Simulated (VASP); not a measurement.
# AlN (P6_3/mmc) in VASP: a series of runs, part 2 of 2

VASP 6.6.1.

### Step 3. Single point, PBE (volume changed by -5%)

INCAR reads:

```
SYSTEM = AlN
PREC = Accurate
ENCUT = 520
EDIFF = 1E-6
ISMEAR = 0
SIGMA = 0.01
LREAL = .False.
LASPH = .True.
NELM = 60
ALGO = Normal
ISIF = 2
LWAVE = .False.
LCHARG = .False.
GGA = PE
NBANDS = 16
```

KPOINTS reads:

```
Automatic mesh
0
Gamma
  6 6 4
  0 0 0
```

POSCAR reads:

```
AlN
1.0
    2.7848293748      0.0000000000      0.0000000000
   -1.3924146874      2.4117329838      0.0000000000
    0.0000000000      0.0000000000      4.7589439508
Al N
2 2
Direct
    0.0000000000      0.0000000000      0.0000000000
    0.0000000000      0.0000000000      0.5000000000
    0.3333333333      0.6666666667      0.2500000000
    0.6666666667      0.3333333333      0.7500000000
```

Potentials or basis: VASP PAW PBE potentials, release 64 (Al, N).

Started as:

```console
$ cat potpaw_PBE.64/Al/POTCAR potpaw_PBE.64/N/POTCAR > POTCAR
$ mpirun -np 1 vasp_std > vasp.out
```

OUTCAR:

```text
SYSTEM = AlN
   PREC = Accurate
   ENCUT = 520
   EDIFF = 1E-6
   ISMEAR = 0
   LREAL = .False.
   LASPH = .True.
   NELM = 60
   ISIF = 2
   GGA = PE

 ion  position               nearest neighbor table
   1  0.000  0.000  0.000-   3 2.00   4 2.00   4 2.00   3 2.00   4 2.00   3 2.00   2 2.38   2 2.38

   2  0.000  0.000  0.500-   3 2.00   4 2.00   4 2.00   3 2.00   4 2.00   3 2.00   1 2.38   1 2.38

   3  0.333  0.667  0.250-   1 2.00   2 2.00   1 2.00   2 2.00   1 2.00   2 2.00
   4  0.667  0.333  0.750-   1 2.00   2 2.00   1 2.00   2 2.00   1 2.00   2 2.00

  LATTYP: Found a hexagonal cell.
 ALAT       =     2.7848293748
 C/A-ratio  =     1.7088816981

  Lattice vectors:

 A1 = (   2.7848293748,   0.0000000000,   0.0000000000)
 A2 = (  -1.3924146874,   2.4117329838,   0.0000000000)
 A3 = (   0.0000000000,   0.0000000000,   4.7589439508)

Analysis of symmetry for initial positions (statically):
=====================================================================
 Subroutine PRICEL returns:
 Original cell was already a primitive cell.

 Routine SETGRP: Setting up the symmetry group for a
 hexagonal supercell.

 Subroutine GETGRP returns: Found 24 space group operations
 (whereof 12 operations were pure point group operations)
[... 171 lines left out ...]
 fundamental gap:      5.3699022932
 Fermi energy:        10.5464804065

 k-point     1 :       0.0000    0.0000    0.0000
  band No.  band energies     occupation
      1      -7.5047      2.00000
      2      -4.3931      2.00000
      3       1.5488      2.00000
      4       9.5416      2.00000
      5       9.5416      2.00000
      6       9.8998      2.00000
[... 376 lines left out ...]
      3       3.8561      2.00000
      4       3.8561      2.00000
      5       4.0966      2.00000
      6       4.0966      2.00000
[... 8 lines left out ...]
     15      23.2234      0.00000
     16      23.2234      0.00000

------------------------ aborting loop because EDIFF is reached ----------------------------------------

  FORCE on cell =-STRESS in cart. coord.  units (eV):
  Direction    XX          YY          ZZ          XY          YZ          ZX
  --------------------------------------------------------------------------------------
  -------------------------------------------------------------------------------------
  Total        3.9380410      3.9380410      4.7037083      0.0000000     -0.0000000      0.0000000
  in kB      197.4023921    197.4023921    235.7830372      0.0000000     -0.0000000      0.0000000
  external PRESSURE =     210.1959405 kB  Pullay stress =       0.0000000 kB

 VOLUME and BASIS-vectors are now :
 -----------------------------------------------------------------------------
  energy-cutoff  :      520.00
  volume of cell :       31.96
      direct lattice vectors                 reciprocal lattice vectors
     2.784829375  0.000000000  0.000000000     0.359088427  0.207319800  0.000000000
    -1.392414687  2.411732984  0.000000000     0.000000000  0.414639600  0.000000000
     0.000000000  0.000000000  4.758943951     0.000000000  0.000000000  0.210130653

 POSITION                                       TOTAL-FORCE (eV/Angst)
 -----------------------------------------------------------------------------------
      0.00000      0.00000      0.00000        -0.000000      0.000000      0.000000
      0.00000      0.00000      2.37947        -0.000000      0.000000      0.000000
     -0.00000      1.60782      1.18974         0.000000      0.000000     -0.000000
      1.39241      0.80391      3.56921        -0.000000     -0.000000      0.000000
 -----------------------------------------------------------------------------------
    total drift:                               -0.000000      0.000000     -0.000000

  FREE ENERGIE OF THE ION-ELECTRON SYSTEM (eV)
  ---------------------------------------------------
  free  energy   TOTEN  =       -28.2964263242 eV

  energy  without entropy=      -28.2964263242  energy(sigma->0) =      -28.29642632
```

Wall time 4.7 s (1 thread of Intel Xeon Platinum 8559C (Emerald Rapids), shared host); peak memory 0.15 GiB.

Results:

* Free energy: -28.2964 eV
* Pressure: 21.0 GPa
* Band gap on the k mesh: 5.37 eV, indirect (least direct gap 5.92 eV)

Caveat: the k points lie up to 0.43 Å⁻¹ apart; the cell differs from its parent crystal (volume changed by -5%). A k mesh can miss the band edges.

### Step 4. Single point, PBE

This run uses another cell than the first one, of 8.41 Å³/atom, 1.111 times its volume.

INCAR reads:

```
SYSTEM = AlN
ALGO     = Normal         ! electronic algorithm
EDIFF    = 1E-6           ! SCF threshold, eV
ENCUT    = 520            ! plane-wave cutoff, eV
GGA      = PE             ! functional
ISIF     = 2              ! what is computed and relaxed
ISMEAR   = 0              ! smearing method
LASPH    = .TRUE.         ! aspherical terms in the spheres
LCHARG   = .FALSE.        ! write CHGCAR
LREAL    = .FALSE.        ! projectors in reciprocal space
LWAVE    = .FALSE.        ! write WAVECAR
NBANDS   = 16             ! bands
NELM     = 80             ! most SCF steps
PREC     = Accurate       ! precision mode
SIGMA    = 0.01           ! smearing width, eV
```

KPOINTS reads:

```
k-points
0
G
  6 6 4
  0 0 0
```

POSCAR reads:

```
AlN
1.0
    2.8328531118      0.0000000000      0.0000000000
   -1.4164265559      2.4533227600      0.0000000000
    0.0000000000      0.0000000000      4.8410108361
Al N
2 2
Direct
    0.0000000000      0.0000000000      0.0000000000
    0.0000000000      0.0000000000      0.5000000000
    0.3333333333      0.6666666667      0.2500000000
    0.6666666667      0.3333333333      0.7500000000
```

Potentials or basis: VASP PAW PBE potentials, release 64 (Al, N).

Started as:

```console
$ cat potpaw_PBE.64/Al/POTCAR potpaw_PBE.64/N/POTCAR > POTCAR
$ mpirun -np 1 vasp_std > vasp.out
```

OUTCAR:

```text
SYSTEM = AlN
   EDIFF = 1E-6
   ENCUT = 520
   GGA = PE
   ISIF = 2
   ISMEAR = 0
   LASPH = .TRUE.
   LREAL = .FALSE.
   NELM = 80
   PREC = Accurate

 ion  position               nearest neighbor table
   1  0.000  0.000  0.000-   3 2.03   4 2.03   3 2.03   4 2.03   4 2.03   3 2.03   2 2.42   2 2.42

   2  0.000  0.000  0.500-   3 2.03   4 2.03   3 2.03   4 2.03   4 2.03   3 2.03   1 2.42   1 2.42

   3  0.333  0.667  0.250-   1 2.03   2 2.03   1 2.03   2 2.03   1 2.03   2 2.03
   4  0.667  0.333  0.750-   1 2.03   2 2.03   1 2.03   2 2.03   1 2.03   2 2.03

  LATTYP: Found a hexagonal cell.
 ALAT       =     2.8328531118
 C/A-ratio  =     1.7088816981

  Lattice vectors:

 A1 = (   2.8328531118,   0.0000000000,   0.0000000000)
 A2 = (  -1.4164265559,   2.4533227600,   0.0000000000)
 A3 = (   0.0000000000,   0.0000000000,   4.8410108361)

Analysis of symmetry for initial positions (statically):
=====================================================================
 Subroutine PRICEL returns:
 Original cell was already a primitive cell.

[... 173 lines left out ...]

 val. band max:        9.8030979573   @ k =   0.0000   0.0000   0.0000
 cond. band min:      14.8005889599   @ k =   0.5000   0.0000   0.2500
 fundamental gap:      4.9974910026
 Fermi energy:         9.8460460823

 k-point     1 :       0.0000    0.0000    0.0000
  band No.  band energies     occupation
      1      -7.7104      2.00000
      2      -4.7857      2.00000
      3       1.2066      2.00000
      4       8.9487      2.00000
      5       8.9487      2.00000
      6       9.2476      2.00000
[... 376 lines left out ...]
      3       3.5100      2.00000
      4       3.5100      2.00000
      5       3.6310      2.00000
      6       3.6310      2.00000
[... 8 lines left out ...]
     15      22.1305      0.00000
     16      22.1305      0.00000

------------------------ aborting loop because EDIFF is reached ----------------------------------------

  FORCE on cell =-STRESS in cart. coord.  units (eV):
  Direction    XX          YY          ZZ          XY          YZ          ZX
  --------------------------------------------------------------------------------------
  -------------------------------------------------------------------------------------
  Total        1.1576796      1.1576796      1.4390245      0.0000000      0.0000000      0.0000000
  in kB       55.1295147     55.1295147     68.5273573      0.0000000      0.0000000      0.0000000
  external PRESSURE =      59.5954622 kB  Pullay stress =       0.0000000 kB

 VOLUME and BASIS-vectors are now :
 -----------------------------------------------------------------------------
  energy-cutoff  :      520.00
  volume of cell :       33.64
      direct lattice vectors                 reciprocal lattice vectors
     2.832853112  0.000000000  0.000000000     0.353001007  0.203805226  0.000000000
    -1.416426556  2.453322760  0.000000000     0.000000000  0.407610452  0.000000000
     0.000000000  0.000000000  4.841010836     0.000000000  0.000000000  0.206568428

 POSITION                                       TOTAL-FORCE (eV/Angst)
 -----------------------------------------------------------------------------------
      0.00000      0.00000      0.00000         0.000000     -0.000000     -0.000000
      0.00000      0.00000      2.42051         0.000000     -0.000000     -0.000000
     -0.00000      1.63555      1.21025         0.000000      0.000000     -0.000000
      1.41643      0.81777      3.63076        -0.000000     -0.000000      0.000000
 -----------------------------------------------------------------------------------
    total drift:                               -0.000000      0.000000     -0.000000

  FREE ENERGIE OF THE ION-ELECTRON SYSTEM (eV)
  ---------------------------------------------------
  free  energy   TOTEN  =       -28.4362338273 eV

  energy  without entropy=      -28.4362338273  energy(sigma->0) =      -28.43623383
```

Wall time 4.8 s (1 thread of Intel Xeon Platinum 8559C (Emerald Rapids), shared host); peak memory 0.14 GiB.

What came out:

| Quantity | Value |
| --- | --- |
| Free energy | -28.4362 eV |
| Pressure | 6.0 GPa |
| Band gap on the k mesh | 5.00 eV, indirect (least direct gap 5.18 eV) |

Stress tensor (GPa, compression positive):
```
5.51 0.00 0.00
0.00 5.51 0.00
0.00 0.00 6.85
```

Caveat: the k points lie up to 0.43 Å⁻¹ apart. A k mesh can miss the band edges.

### Step 5. Summary

| cell | gap on the mesh (eV) | pressure (GPa) |
| --- | --- | --- |
| a = 2.735, b = 2.735, c = 4.674 Å, angles 90.0, 90.0, 120.0°, 4 atoms | 5.46 | 40.3 |
| a = 2.785, b = 2.785, c = 4.759 Å, angles 90.0, 90.0, 120.0°, 4 atoms | 5.37 | 21.0 |
| a = 2.833, b = 2.833, c = 4.841 Å, angles 90.0, 90.0, 120.0°, 4 atoms | 5.00 | 6.0 |

Alike in all rows: task single point; level PBE; potentials or basis VASP PAW PBE potentials, release 64 (Al, N); no spin polarisation; k mesh 6 × 6 × 4; cutoff (eV) 520; smearing gaussian 0.01 eV.

Caveats: all runs use coarse meshes.

Total energies depend on the potentials used, so only differences within one code and one set of settings carry meaning.
